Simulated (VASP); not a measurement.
# Sb in VASP: a series of runs

Sb is run at these levels: PBE; tasks: single point.

Program: VASP 6.6.1. These are calculated values, not measurements. Logs are shortened: lines on timing, memory, paths and dates and some standing lists are left out, and cuts for length are marked.

### Step 1. The cell of the first run

The typed cell holds 4 atoms: a = 3.117 Å, b = 6.226 Å, c = 6.223 Å, α = 88.69°, β = 90.40°, γ = 89.58°.

### Step 2. Single point, PBE

The input, INCAR:

```
SYSTEM = Sb
PREC = Accurate
ENCUT = 520
EDIFF = 1E-7
ISMEAR = 0
SIGMA = 0.2
LREAL = .FALSE.
LASPH = .TRUE.
NELM = 80
ALGO = Normal
ISIF = 2
LWAVE = .FALSE.
LCHARG = .TRUE.
GGA = PE
LELF = .TRUE.
LVHAR = .TRUE.
NBANDS = 18
```

The input, KPOINTS:

```
Automatic mesh
0
G
  8 4 4
  0 0 0
```

The input, POSCAR:

```
Sb
1.0
   -2.1960218571      2.2116912774     -0.0113105374
   -0.0667441755     -0.0345024948     -6.2259643781
   -4.3845591304     -4.4155597046     -0.0710633135
Sb
4
Direct
   -0.0001724466      0.7507401770     -0.0015856904
   -0.0008797335      0.2506786615      0.0023831042
    0.0006955100      0.7496278711      0.5022073499
    0.0003566701      0.2489532905      0.4969952363
```

Potentials or basis: VASP PAW PBE potentials, release 64 (Sb).

Command:

```
$ cat potpaw_PBE.64/Sb/POTCAR > POTCAR
$ mpirun -np 1 vasp_std > vasp.out
```

OUTCAR:

```text
SYSTEM = Sb
   PREC = Accurate
   ENCUT = 520
   EDIFF = 1E-7
   ISMEAR = 0
   LREAL = .FALSE.
   LASPH = .TRUE.
   NELM = 80
   ISIF = 2
   GGA = PE

 ion  position               nearest neighbor table
   1  1.000  0.751  0.998-   3 3.09   2 3.11   2 3.11   3 3.13
   2  0.999  0.251  0.002-   4 3.08   1 3.11   1 3.11   4 3.15
   3  0.001  0.750  0.502-   1 3.09   4 3.11   4 3.12   1 3.13
   4  0.000  0.249  0.497-   2 3.08   3 3.11   3 3.12   2 3.15

  LATTYP: Found a triclinic cell.
 ALAT       =     6.9403074592
 B/A-ratio  =     1.2828472013
 C/A-ratio  =     0.4490815547
 COS(alpha) =     0.0001520152
 COS(beta)  =     0.4427729450
 COS(gamma) =     0.6411544345

  Lattice vectors:

 A1 = (   6.5805809875,   2.2038684272,   0.0823738509)
 A2 = (   4.4513033059,   4.4500621994,   6.2970276916)
 A3 = (   2.1960218571,  -2.2116912774,   0.0113105374)

Analysis of symmetry for initial positions (statically):
=====================================================================
 Subroutine PRICEL returns:
 Original cell was already a primitive cell.

 Routine SETGRP: Setting up the symmetry group for a
 triclinic supercell.

 Subroutine GETGRP returns: Found  1 space group operations
 (whereof  1 operations were pure point group operations)
 out of a pool of  2 trial point group operations.

The static configuration has the point symmetry C_1 .

Analysis of symmetry for dynamics (positions and initial velocities):
=====================================================================
 Subroutine PRICEL returns:
 Original cell was already a primitive cell.

 Routine SETGRP: Setting up the symmetry group for a
 triclinic supercell.

 Subroutine GETGRP returns: Found  1 space group operations
 (whereof  1 operations were pure point group operations)
 out of a pool of  2 trial point group operations.

The dynamic configuration has the point symmetry C_1 .

 Subroutine INISYM returns: Found  1 space group operations
 (whereof  1 operations are pure point group operations),
 and found     1 'primitive' translations

----------------------------------------------------------------------------------------

                                     Primitive cell

  volume of cell :     120.7286

  direct lattice vectors                    reciprocal lattice vectors
    -2.196021857  2.211691277 -0.011310537    -0.227689781  0.226072105  0.001188075
    -0.066744176 -0.034502495 -6.225964378     0.001715521  0.000881853 -0.160640965
[... 84 lines left out ...]
   LNONCOLLINEAR =      F non collinear calculations
   LSORBIT =      F    spin-orbit coupling
   LASPH  =      T    aspherical Exc in radial PAW
   ENCUT  =  520.0 eV  38.22 Ry    6.18 a.u.   5.80 11.58 11.57*2*pi/ulx,y,z
   NELM   =     80;   NELMIN=  2; NELMDL= -5     # of ELM steps
   EDIFF  = 0.1E-06   stopping-criterion for ELM
   LREAL  =      F    real-space projection
   EDIFFG = 0.1E-05   stopping-criterion for IOM
   NSW    =      0    number of steps for IOM
   IBRION =     -1    ionic relax: 0-MD 1-quasi-New 2-CG
   NFREE  =      0    steps in history (QN), initial steepest desc. (CG)
   ISIF   =      2    stress and relaxation
   ISYM   =      2    0-nonsym 1-usesym 2-fastsym
   POTIM  = 0.5000    time-step for ionic-motion
   TEBEG  =    0.0;   TEEND  =   0.0 temperature during run
   PSTRESS=    0.0 pullay stress
   NELECT =      20.0000    total number of electrons
   NUPDOWN=      -1.0000    fix difference up-down
   EMIN   =  10.00;   EMAX   =-10.00  energy-range for DOS
   EFERMI =   0.00;   METHOD = LEGACY
   ISMEAR =     0;   SIGMA  =   0.20  broadening in eV -4-tet -1-fermi 0-gaus
   EFERMI_NEDOS =   21; number of points for ismear=-14 and -15
   IALGO  =     38    algorithm
   IMIX   =      4    mixing-type and parameters
     AMIX     =   0.40;   BMIX     =  1.00
     AMIX_MAG =   1.60;   BMIX_MAG =  1.00
  volume/ion in A,a.u.               =      30.18       203.68
  Fermi-wavevector in a.u.,A,eV,Ry     =   0.899114  1.699079 10.999033  0.808406
  Thomas-Fermi vector in A             =   2.021908
   LORBIT       =      0    0 simple, 1 ext, 2 COOP (PROOUT), +10 PAW based schemes
   GGA     = PE    functional components
   LHFCALC =     F    Hartree Fock is set to
   AEXX    =    0.0000 exact exchange contribution
   IVDW    =     0    specifies the selected vdW correction
   LEPSILON=     F    determine dielectric tensor
   LRPA    =     F    only Hartree local field effects (RPA)
 non-spin polarized calculation
 Gauss-broadening in eV      SIGMA  =   0.20
  energy-cutoff  :      520.00
  volume of cell :      120.73
 maximum number of plane-waves:      3284
   NGX = 11   NGY = 23   NGZ = 23

 number of electron      19.9999999 magnetization

 Free energy of the ion-electron system (eV)
  ---------------------------------------------------
  ext. energy  EPLUGINS =         0.00000000
  ---------------------------------------------------
  free energy    TOTEN  =       -16.33543873 eV

  energy without entropy =      -16.28048425  energy(sigma->0) =      -16.30796149

 E-fermi :   6.9419     XC(G=0):  -9.5775

 val. band max:        6.9359204002   @ k =  -0.3750   0.5000   0.2500
 cond. band min:       6.9427737261   @ k =   0.3750   0.2500   0.5000
 fundamental gap:      0.0068533259
 Fermi energy:         6.9419349113

 k-point     1 :       0.0000    0.0000    0.0000
  band No.  band energies     occupation
      1      -5.3119      2.00000
      2      -2.9337      2.00000
      3      -2.9226      2.00000
      4      -0.4043      2.00000
      5       1.4902      2.00000
      6       1.4907      2.00000
[... 481 lines left out ...]
      5       2.8147      2.00000
      6       3.2697      2.00000
[... 10 lines left out ...]
     17      11.9061      0.00000
     18      11.9936      0.00000

 [... further k-points ...]
[... 5 lines left out ...]
  --------------------------------------------------------------------------------------
  -------------------------------------------------------------------------------------
  Total        0.0165542      0.0217899     -0.0097119      0.0459220     -0.0176115     -0.0154256
  in kB        0.2196887      0.2891719     -0.1288859      0.6094261     -0.2337210     -0.2047111
  external PRESSURE =       0.1266582 kB  Pullay stress =       0.0000000 kB

 VOLUME and BASIS-vectors are now :
 -----------------------------------------------------------------------------
  energy-cutoff  :      520.00
  volume of cell :      120.73
      direct lattice vectors                 reciprocal lattice vectors
    -2.196021857  2.211691277 -0.011310537    -0.227689781  0.226072105  0.001188075
    -0.066744176 -0.034502495 -6.225964378     0.001715521  0.000881853 -0.160640965
    -4.384559130 -4.415559705 -0.071063314    -0.114059989 -0.113242433  0.001850314

 POSITION                                       TOTAL-FORCE (eV/Angst)
 -----------------------------------------------------------------------------------
     -6.62336     -2.22315     -4.75634        -0.010519     -0.010281     -0.003647
     -2.22127      2.19057     -1.57219         0.012126      0.013687      0.007187
     -2.25352     -2.24185     -4.70285         0.012087      0.010920      0.005360
     -2.19650     -2.20231     -1.58530        -0.013694     -0.014325     -0.008900
 -----------------------------------------------------------------------------------
    total drift:                               -0.000006     -0.000004     -0.000005

  FREE ENERGIE OF THE ION-ELECTRON SYSTEM (eV)
  ---------------------------------------------------
  free  energy   TOTEN  =       -16.3354387281 eV

  energy  without entropy=      -16.2804842489  energy(sigma->0) =      -16.30796149
```

stdout:

```text
POSCAR found type information on POSCAR Sb
 POSCAR found :  1 types and       4 ions
 scaLAPACK will be used
 LDA part: xc-table for (Slater+PW92), standard interpolation
 POSCAR, INCAR and KPOINTS ok, starting setup
 FFT: planning ... GRIDC
 FFT: planning ... GRID_SOFT
 FFT: planning ... GRID
 WAVECAR not read
 entering main loop
```

It took 36 s on 1 thread of Intel Xeon 6975P-C (Granite Rapids), shared host; peak memory 0.28 GiB.

What came out:

- Free energy: -16.3354 eV
- Pressure: 0.0 GPa
- Largest force: 0.022 eV/Å
- Band gap on the k mesh: zero (band 10 reaches 10.17 eV, above the bottom of band 11 at 5.05 eV)

Forces in eV/Å, atoms in the order of the input:
```
Sb  -0.011 -0.010 -0.004
Sb   0.012  0.014  0.007
Sb   0.012  0.011  0.005
Sb  -0.014 -0.014 -0.009
```

Caveat: spin-orbit coupling is left out, which moves the levels of the heavy elements.

### Step 3. Single point, PBE

This run uses another cell than the first one, of 30.07 Å³/atom, 0.996 times its volume.

The input, INCAR:

```
PREC = Accurate ; ENCUT = 520
EDIFF = 1E-6 ; ISMEAR = 0
SIGMA = 0.2 ; LREAL = F
LASPH = T ; NELM = 80
ALGO = Normal ; ISIF = 2
LWAVE = F ; LCHARG = F
GGA = PE ; NBANDS = 18
```

The input, KPOINTS:

```
Automatic mesh
0
Gamma
  8 4 4
```

The input, POSCAR:

```
Sb
1.0
   -2.1967746823      2.2009442233      0.0000000000
    0.0000000000      0.0000000000     -6.2191718620
   -4.3935493647     -4.4018884466      0.0000000000
Sb
4
Direct
    0.0000000000      0.7500000000      0.0000000000
    0.0000000000      0.2500000000      0.0000000000
    0.0000000000      0.7500000000      0.5000000000
    0.0000000000      0.2500000000      0.5000000000
```

Potentials or basis: VASP PAW PBE potentials, release 64 (Sb).

Command:

```
$ cat potpaw_PBE.64/Sb/POTCAR > POTCAR
$ mpirun -np 1 vasp_std > vasp.out
```

Wall time 28 s (1 thread of Intel Xeon 6975P-C (Granite Rapids), shared host); peak memory 0.26 GiB.

The run converged. Its results:

```
Free energy            : -16.3359 eV
Pressure               : 0.2 GPa
Band gap on the k mesh : zero (band 10 reaches 10.28 eV, above the bottom of band 11 at 5.04 eV)
```

Levels at points of the mesh, in eV from the Fermi level:
```tsv
k point	band 6	band 7	band 8	band 9	band 10	band 11	band 12	band 13	band 14	band 15
(0.00, 0.00, 0.00)	-5.48	-3.46	-3.46	2.26	3.29	3.29	3.30	5.27	5.27	5.27
(0.50, 0.00, 0.00)	-3.47	-3.46	-3.46	-3.44	-1.57	-1.56	-1.55	2.26	2.26	4.88
(0.00, 0.50, 0.00)	-4.67	-1.91	-1.91	0.25	0.25	4.10	4.10	4.11	4.11	5.24
(0.50, 0.50, 0.00)	-4.67	-2.69	-2.69	-2.66	-2.66	0.25	0.25	2.44	2.44	3.10
(0.00, 0.00, 0.50)	-4.67	-1.91	-1.91	0.25	0.25	4.11	4.11	4.11	4.11	5.24
(0.50, 0.00, 0.50)	-4.67	-2.68	-2.68	-2.68	-2.68	0.25	0.25	2.44	2.44	3.10
(0.00, 0.50, 0.50)	-1.29	-1.29	-1.29	-0.86	-0.86	-0.86	-0.86	4.93	4.93	4.93
(0.50, 0.50, 0.50)	-3.87	-3.87	-3.87	0.68	0.68	0.68	0.68	1.55	1.55	1.55
```

Caveat: spin-orbit coupling is left out, which moves the levels of the heavy elements.
